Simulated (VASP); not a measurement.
# Pb (Fd-3m) in VASP: a series of runs

The runs below take Pb through density of states, with PBE.

Program: VASP 6.6.1. These are calculated values, not measurements. Logs are shortened: lines on timing, memory, paths and dates and some standing lists are left out, and cuts for length are marked.

## (1) The cell of the first run

The structure is cubic, space group Fd-3m (No. 227). The conventional cell has a = 5.203 Å, b = 5.203 Å, c = 5.203 Å, α = 90.00°, β = 90.00°, γ = 90.00°. Pb (site symmetry -43m) has 4 Pb at 2.25 Å within 3.0 Å.

## (2) Density of states, PBE (volume scaled by 0.4)

The input, POSCAR:

```
Pb
1.0
    0.0000000000      2.6017147544      2.6017147544
    2.6017147544      0.0000000000      2.6017147544
    2.6017147544      2.6017147544      0.0000000000
Pb
2
Direct
   -0.1250000000     -0.1250000000     -0.1250000000
    0.1250000000      0.1250000000      0.1250000000
```

The input, INCAR.step1:

```
SYSTEM = Pb
ALGO = Normal ; EDIFF = 1E-6
ENCUT = 520 ; GGA = PE
ISIF = 2 ; ISMEAR = -1
LASPH = .True. ; LCHARG = .True.
LREAL = .False. ; LWAVE = .False.
NBANDS = 21 ; NELM = 80
PREC = Accurate ; SIGMA = 0.1
```

The input, KPOINTS.step1:

```
k-points
0
Gamma
  11 11 11
  0 0 0
```

The input, INCAR.step2:

```
SYSTEM = Pb
ALGO = Normal ; EDIFF = 1E-6
ENCUT = 520 ; GGA = PE
ICHARG = 11 ; ISIF = 2
ISMEAR = -5 ; LASPH = .True.
LCHARG = .False. ; LORBIT = 11
LREAL = .False. ; LWAVE = .False.
NEDOS = 1001 ; NELM = 80
PREC = Accurate ; SIGMA = 0.1
```

The input, KPOINTS.step2:

```
k-points
0
Gamma
  17 17 17
  0 0 0
```

Potentials or basis: VASP PAW PBE potentials, release 64 (Pb_d).

Run with:

```bash
$ cat potpaw_PBE.64/Pb_d/POTCAR > POTCAR
$ cp INCAR.step1 INCAR
$ cp KPOINTS.step1 KPOINTS
$ mpirun -np 1 vasp_std > vasp.out
$ cp INCAR.step2 INCAR
$ cp KPOINTS.step2 KPOINTS
$ mpirun -np 1 vasp_std > vasp.out
```

OUTCAR:

```text
SYSTEM = Pb
   EDIFF = 1E-6
   ENCUT = 520
   GGA = PE
   ICHARG = 11
   ISIF = 2
   ISMEAR = -5
   LASPH = .True.
   LORBIT = 11
   LREAL = .False.
   NELM = 80
   PREC = Accurate

 ion  position               nearest neighbor table
   1  0.875  0.875  0.875-   2 2.25   2 2.25   2 2.25   2 2.25
   2  0.125  0.125  0.125-   1 2.25   1 2.25   1 2.25   1 2.25

  LATTYP: Found a face centered cubic cell.
 ALAT       =     5.2034295088

  Lattice vectors:

 A1 = (   0.0000000000,   2.6017147544,   2.6017147544)
 A2 = (   2.6017147544,   0.0000000000,   2.6017147544)
 A3 = (   2.6017147544,   2.6017147544,   0.0000000000)

Analysis of symmetry for initial positions (statically):
=====================================================================
 Subroutine PRICEL returns:
 Original cell was already a primitive cell.

 Routine SETGRP: Setting up the symmetry group for a
 face centered cubic supercell.

 Subroutine GETGRP returns: Found 48 space group operations
 (whereof 12 operations were pure point group operations)
 out of a pool of 48 trial point group operations.

The static configuration has the point symmetry D_3d.
 The point group associated with its full space group is O_h .

Analysis of symmetry for dynamics (positions and initial velocities):
=====================================================================
 Subroutine PRICEL returns:
 Original cell was already a primitive cell.

 Routine SETGRP: Setting up the symmetry group for a
 face centered cubic supercell.

 Subroutine GETGRP returns: Found 48 space group operations
 (whereof 12 operations were pure point group operations)
 out of a pool of 48 trial point group operations.

The dynamic configuration has the point symmetry D_3d.
 The point group associated with its full space group is O_h .

 Subroutine INISYM returns: Found 48 space group operations
 (whereof 12 operations are pure point group operations),
 and found     1 'primitive' translations

----------------------------------------------------------------------------------------

                                     Primitive cell

  volume of cell :      35.2216

  direct lattice vectors                    reciprocal lattice vectors
     0.000000000  2.601714754  2.601714754    -0.192180945  0.192180945  0.192180945
     2.601714754  0.000000000  2.601714754     0.192180945 -0.192180945  0.192180945
     2.601714754  2.601714754  0.000000000     0.192180945  0.192180945 -0.192180945

  length of vectors
[... 90 lines left out ...]
   ISIF   =      2    stress and relaxation
   ISYM   =      2    0-nonsym 1-usesym 2-fastsym
   POTIM  = 0.5000    time-step for ionic-motion
   TEBEG  =    0.0;   TEEND  =   0.0 temperature during run
   PSTRESS=    0.0 pullay stress
   NELECT =      28.0000    total number of electrons
   NUPDOWN=      -1.0000    fix difference up-down
   EMIN   =  10.00;   EMAX   =-10.00  energy-range for DOS
   EFERMI =   0.00;   METHOD = LEGACY
   ISMEAR =    -5;   SIGMA  =   0.10  broadening in eV -4-tet -1-fermi 0-gaus
   EFERMI_NEDOS =   21; number of points for ismear=-14 and -15
   IALGO  =     38    algorithm
   IMIX   =      4    mixing-type and parameters
     AMIX     =   0.40;   BMIX     =  1.00
     AMIX_MAG =   1.60;   BMIX_MAG =  1.00
  volume/ion in A,a.u.               =      17.61       118.84
  Fermi-wavevector in a.u.,A,eV,Ry     =   1.516554  2.865871 31.292522  2.299936
  Thomas-Fermi vector in A             =   2.625928
   LORBIT       =     11    0 simple, 1 ext, 2 COOP (PROOUT), +10 PAW based schemes
   GGA     = PE    functional components
   LHFCALC =     F    Hartree Fock is set to
   AEXX    =    0.0000 exact exchange contribution
   IVDW    =     0    specifies the selected vdW correction
   LEPSILON=     F    determine dielectric tensor
   LRPA    =     F    only Hartree local field effects (RPA)
 non-spin polarized calculation
 Fermi weights with tetrahedron method with Bloechl corrections
  energy-cutoff  :      520.00
  volume of cell :       35.22
 maximum number of plane-waves:       960

 number of electron      27.9999999 magnetization

 Free energy of the ion-electron system (eV)
  ---------------------------------------------------
  ext. energy  EPLUGINS =         0.00000000
  ---------------------------------------------------
  free energy    TOTEN  =         8.03645963 eV

  energy without entropy =        8.03645963  energy(sigma->0) =        8.03645963

 E-fermi :  17.2606     XC(G=0): -12.7425

 val. band max:       17.6812265877   @ k =   0.1176   0.0000   0.0000
 cond. band min:      17.1994478009   @ k =   0.4706   0.3529   0.0000
 fundamental gap:     -0.4817787868
 Fermi energy:        17.2605855010

 k-point     1 :       0.0000    0.0000    0.0000
  band No.  band energies     occupation
      1      -5.5212      2.00000
      2      -5.5212      2.00000
      3      -5.5212      2.00000
      4      -5.3186      2.00000
      5      -5.3186      2.00000
      6      -2.7527      2.00000
[... 481 lines left out ...]
      5      -5.0121      2.00000
      6      -3.2597      2.00000
[... 10 lines left out ...]
     17      20.6091      0.00000
     18      21.7410      0.00000

 [... further k-points ...]

------------------------ aborting loop because EDIFF is reached ----------------------------------------

  FORCE on cell =-STRESS in cart. coord.  units (eV):
  Direction    XX          YY          ZZ          XY          YZ          ZX
  --------------------------------------------------------------------------------------
  -------------------------------------------------------------------------------------
  Total       48.3585198     48.3585198     48.3585198     -0.0000000     -0.0000000     -0.0000000
  in kB     2199.7561790   2199.7561790   2199.7561790     -0.0000000     -0.0000000     -0.0000000
  external PRESSURE =    2199.7561790 kB  Pullay stress =       0.0000000 kB

 VOLUME and BASIS-vectors are now :
 -----------------------------------------------------------------------------
  energy-cutoff  :      520.00
  volume of cell :       35.22
      direct lattice vectors                 reciprocal lattice vectors
     0.000000000  2.601714754  2.601714754    -0.192180945  0.192180945  0.192180945
     2.601714754  0.000000000  2.601714754     0.192180945 -0.192180945  0.192180945
     2.601714754  2.601714754  0.000000000     0.192180945  0.192180945 -0.192180945

 POSITION                                       TOTAL-FORCE (eV/Angst)
 -----------------------------------------------------------------------------------
      4.55300      4.55300      4.55300        -0.000000     -0.000000     -0.000000
      0.65043      0.65043      0.65043         0.000000      0.000000      0.000000
 -----------------------------------------------------------------------------------
    total drift:                                0.000000     -0.000000     -0.000000

  FREE ENERGIE OF THE ION-ELECTRON SYSTEM (eV)
  ---------------------------------------------------
  free  energy   TOTEN  =         8.0364596319 eV

  energy  without entropy=        8.0364596319  energy(sigma->0) =        8.03645963

 total charge

# of ion       s       p       d       tot
------------------------------------------
    1        1.342   2.066  10.019  13.426
    2        1.342   2.066  10.019  13.426
--------------------------------------------------
tot          2.683   4.132  20.037  26.853
```

It took 58 s on 1 thread of AMD EPYC 9R45 (Zen 5), shared host; peak memory 0.18 GiB.

Results:

```yaml
Valence_electrons_inside_the_program's_atomic_spheres: Pb 13.43
```

Levels at points of the mesh, in eV from the Fermi level:
```csv
k point,band 11,band 12,band 13,band 14,band 15,band 16,band 17,band 18
"(0.00, 0.00, 0.00)",-19.06,1.51,1.53,1.53,1.53,2.69,2.76,2.76
```

Caveat: the cell differs from its parent crystal (volume scaled by 0.4); spin-orbit coupling is left out, which moves the levels of the heavy elements; tetrahedron occupations give inexact forces and stress in metals.

## (3) Density of states, PBE

This run uses another cell than the first one, of 44.03 Å³/atom, 2.500 times its volume.

The input, POSCAR:

```
Pb
1.0
    0.0000000000      3.5310701813      3.5310701813
    3.5310701813      0.0000000000      3.5310701813
    3.5310701813      3.5310701813      0.0000000000
Pb
2
Direct
   -0.1250000000     -0.1250000000     -0.1250000000
    0.1250000000      0.1250000000      0.1250000000
```

The input, INCAR.step1:

```
  PREC = Accurate
  ENCUT = 520
  EDIFF = 1E-6
  ISMEAR = -1
  SIGMA = 0.1
  LREAL = False
  LASPH = True
  NELM = 60
  ALGO = Normal
  ISIF = 2
  LWAVE = False
  LCHARG = True
  GGA = PE
  NBANDS = 21
```

The input, KPOINTS.step1:

```
regular mesh
0
Gamma
  11 11 11
```

The input, INCAR.step2:

```
  PREC = Accurate
  ENCUT = 520
  EDIFF = 1E-6
  ISMEAR = -5
  SIGMA = 0.1
  LREAL = False
  LASPH = True
  NELM = 60
  ALGO = Normal
  ISIF = 2
  LWAVE = False
  LCHARG = False
  GGA = PE
  LORBIT = 10
  NEDOS = 2001
  ICHARG = 11
```

The input, KPOINTS.step2:

```
regular mesh
0
Gamma
  17 17 17
```

Potentials or basis: VASP PAW PBE potentials, release 64 (Pb_d).

Run with:

```bash
$ cat potpaw_PBE.64/Pb_d/POTCAR > POTCAR
$ cp INCAR.step1 INCAR
$ cp KPOINTS.step1 KPOINTS
$ mpirun -np 1 vasp_std > vasp.out
$ cp INCAR.step2 INCAR
$ cp KPOINTS.step2 KPOINTS
$ mpirun -np 1 vasp_std > vasp.out
```

OUTCAR:

```text
PREC = Accurate
   ENCUT = 520
   EDIFF = 1E-6
   ISMEAR = -5
   LREAL = False
   LASPH = True
   NELM = 60
   ISIF = 2
   GGA = PE
   LORBIT = 10
   ICHARG = 11

 ion  position               nearest neighbor table
   1  0.875  0.875  0.875-   2 3.06   2 3.06   2 3.06   2 3.06
   2  0.125  0.125  0.125-   1 3.06   1 3.06   1 3.06   1 3.06

  LATTYP: Found a face centered cubic cell.
 ALAT       =     7.0621403626

  Lattice vectors:

 A1 = (   0.0000000000,   3.5310701813,   3.5310701813)
 A2 = (   3.5310701813,   0.0000000000,   3.5310701813)
 A3 = (   3.5310701813,   3.5310701813,   0.0000000000)

Analysis of symmetry for initial positions (statically):
=====================================================================
 Subroutine PRICEL returns:
 Original cell was already a primitive cell.

 Routine SETGRP: Setting up the symmetry group for a
 face centered cubic supercell.

 Subroutine GETGRP returns: Found 48 space group operations
 (whereof 12 operations were pure point group operations)
 out of a pool of 48 trial point group operations.

[... 170 lines left out ...]
 fundamental gap:     -0.1299984767
 Fermi energy:         3.6108931657

 k-point     1 :       0.0000    0.0000    0.0000
  band No.  band energies     occupation
      1     -13.4049      2.00000
      2     -13.4049      2.00000
      3     -13.4049      2.00000
      4     -13.3401      2.00000
      5     -13.3401      2.00000
      6     -12.9895      2.00000
[... 481 lines left out ...]
      5     -13.3124      2.00000
      6     -13.0285      2.00000
[... 10 lines left out ...]
     17       6.2339      0.00000
     18       6.7645      0.00000

 [... further k-points ...]

------------------------ aborting loop because EDIFF is reached ----------------------------------------

  FORCE on cell =-STRESS in cart. coord.  units (eV):
  Direction    XX          YY          ZZ          XY          YZ          ZX
  --------------------------------------------------------------------------------------
  -------------------------------------------------------------------------------------
  Total       -0.0660896     -0.0660896     -0.0660896      0.0000000      0.0000000     -0.0000000
  in kB       -1.2025262     -1.2025262     -1.2025262      0.0000000      0.0000000     -0.0000000
  external PRESSURE =      -1.2025262 kB  Pullay stress =       0.0000000 kB

 VOLUME and BASIS-vectors are now :
 -----------------------------------------------------------------------------
  energy-cutoff  :      520.00
  volume of cell :       88.05
      direct lattice vectors                 reciprocal lattice vectors
     0.000000000  3.531070181  3.531070181    -0.141600131  0.141600131  0.141600131
     3.531070181  0.000000000  3.531070181     0.141600131 -0.141600131  0.141600131
     3.531070181  3.531070181  0.000000000     0.141600131  0.141600131 -0.141600131

 POSITION                                       TOTAL-FORCE (eV/Angst)
 -----------------------------------------------------------------------------------
      6.17937      6.17937      6.17937         0.000000      0.000000      0.000000
      0.88277      0.88277      0.88277        -0.000000     -0.000000     -0.000000
 -----------------------------------------------------------------------------------
    total drift:                                0.000000      0.000000     -0.000000

  FREE ENERGIE OF THE ION-ELECTRON SYSTEM (eV)
  ---------------------------------------------------
  free  energy   TOTEN  =        -6.6063810104 eV

  energy  without entropy=       -6.6063810104  energy(sigma->0) =       -6.60638101

 total charge

# of ion       s       p       d       tot
------------------------------------------
    1        1.330   0.869   9.801  12.000
    2        1.330   0.869   9.801  12.000
--------------------------------------------------
tot          2.661   1.739  19.601  24.000
```

OUTCAR.step1:

```text
PREC = Accurate
   ENCUT = 520
   EDIFF = 1E-6
   ISMEAR = -1
   LREAL = False
[... 800 lines left out ...]
      6.17937      6.17937      6.17937         0.000000      0.000000      0.000000
      0.88277      0.88277      0.88277        -0.000000     -0.000000     -0.000000
 -----------------------------------------------------------------------------------
    total drift:                                0.000000      0.000000     -0.000000

  FREE ENERGIE OF THE ION-ELECTRON SYSTEM (eV)
  ---------------------------------------------------
  free  energy   TOTEN  =        -6.6156934053 eV

  energy  without entropy=       -6.5929937019  energy(sigma->0) =       -6.60434355
```

OSZICAR.step1:

```text
N       E                     dE             d eps       ncg     rms          rms(c)
DAV:   1     0.289080423671E+03    0.28908E+03   -0.13810E+04  2352   0.143E+03
DAV:   2     0.153327416169E+02   -0.27375E+03   -0.26791E+03  2382   0.385E+02
DAV:   3    -0.586314813250E+01   -0.21196E+02   -0.21064E+02  2875   0.134E+02
DAV:   4    -0.659300026030E+01   -0.72985E+00   -0.72942E+00  2712   0.306E+01
DAV:   5    -0.663088374217E+01   -0.37883E-01   -0.37883E-01  3245   0.630E+00    0.132E+00
DAV:   6    -0.661828228043E+01    0.12601E-01   -0.29585E-02  3540   0.200E+00    0.780E-01
DAV:   7    -0.661446572484E+01    0.38166E-02   -0.25102E-02  3264   0.211E+00    0.158E-01
DAV:   8    -0.661554760576E+01   -0.10819E-02   -0.63546E-03  2944   0.976E-01    0.448E-02
DAV:   9    -0.661556732472E+01   -0.19719E-04   -0.48690E-04  3201   0.335E-01    0.263E-02
DAV:  10    -0.661568903509E+01   -0.12171E-03   -0.20034E-04  2522   0.595E-02    0.545E-03
DAV:  11    -0.661569163810E+01   -0.26030E-05   -0.38052E-06  2471   0.181E-02    0.298E-03
DAV:  12    -0.661569344616E+01   -0.18081E-05   -0.27629E-06  2129   0.100E-02    0.443E-04
DAV:  13    -0.661569340527E+01    0.40891E-07   -0.96429E-08  1911   0.349E-03
   1 F= -.66156934E+01 E0= -.66043436E+01  d E =-.226997E-01
```

Wall time 5.8 min (1 thread of Intel Xeon 8259CL, shared host); peak memory 0.37 GiB.

Results:

```
Valence electrons inside the program's atomic spheres : Pb 12.00
```

Levels at points of the mesh, in eV from the Fermi level:
```csv
k point,band 11,band 12,band 13,band 14,band 15,band 16,band 17,band 18
"(0.00, 0.00, 0.00)",-10.65,-4.30,0.41,0.41,0.41,2.39,2.39,2.39
```

Caveat: spin-orbit coupling is left out, which moves the levels of the heavy elements; tetrahedron occupations give inexact forces and stress in metals.
